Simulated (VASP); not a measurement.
## In: relaxation of cell and atoms with PBE

The system is In.

```
In
1.0
     3.01321    0.00000    0.00000
    -1.50661    2.60952    0.00000
     0.00000    0.00000    2.83242
In
1
Direct
  0.00000 0.00000 0.00000
```

This isn't the form of In at room conditions, which is tetragonal.

| Property | Result |
| --- | --- |
| Program | VASP 6.6.1 |
| Task | relaxation of cell and atoms |
| Functional | PBE |
| Potentials or basis | VASP PAW PBE potentials, release 64 (In_d) |
| Cutoff | 500 eV |
| k mesh | 15 × 15 × 14 |
| Occupations | fermi-dirac, width 0.08 eV |
| Spin | no spin polarisation |
| Target pressure | 16 GPa |
| Dipole correction | no |
| Further INCAR settings | ALGO = Normal; EDIFF = 1e-07; IBRION = 2; EDIFFG = -0.005; NSW = 60; ISIF = 3 |

```
Relaxed volume                                             : 22.08 Å³/atom
Relaxed cell                                               : a = 2.996 Å, b = 2.996 Å, c = 2.841 Å, α = 90.00°, β = 90.00°, γ = 120.00°
Space group after relaxing (to 0.1 Å)                      : P6/mmm (No. 191)
Energy change on relaxing (the run minimises the enthalpy) : +17.6 meV/atom
Ionic steps                                                : 5
Pressure after relaxing                                    : 16.0 GPa
Band gap on the k mesh                                     : zero (an odd number of electrons rules out a gap without spin polarisation)
```

Step by step:
| step | energy change (eV) | largest force (eV/Å) | pressure (GPa) | volume (Å³) |
| --- | --- | --- | --- | --- |
| 1 | 0.0000 | 0.0000 | 15.11 | 22.27 |
| 2 | 0.0391 | 0.0000 | 17.00 | 21.87 |
| 3 | 0.0211 | 0.0000 | 16.18 | 22.05 |
| 4 | 0.0150 | 0.0000 | 15.87 | 22.11 |
| 5 | 0.0176 | 0.0000 | 15.98 | 22.08 |

Final structure:
```
In
1.0
     2.99582    0.00000    0.00000
    -1.49791    2.59446    0.00000
     0.00000    0.00000    2.84112
In
1
Direct
  0.00000 0.00000 0.00000
```

Levels at points of the mesh, in eV from the Fermi level:
```csv
k point,band 4,band 5,band 6,band 7,band 8,band 9,band 10
"(0.00, 0.00, 0.00)",-14.34,-14.34,-10.79,8.09,11.38,11.38,12.03
"(0.00, 0.00, 0.50)",-14.67,-14.67,-5.97,-4.62,14.78,15.43,16.35
```

It took 2.6 min on 1 thread of Intel Xeon 8259CL, with other jobs on the host, peak memory 0.18 GiB.

Caveat: the cell is relaxed towards a set pressure, so the run minimises the enthalpy, not the energy; spin-orbit coupling is left out, which moves the levels of the heavy elements.
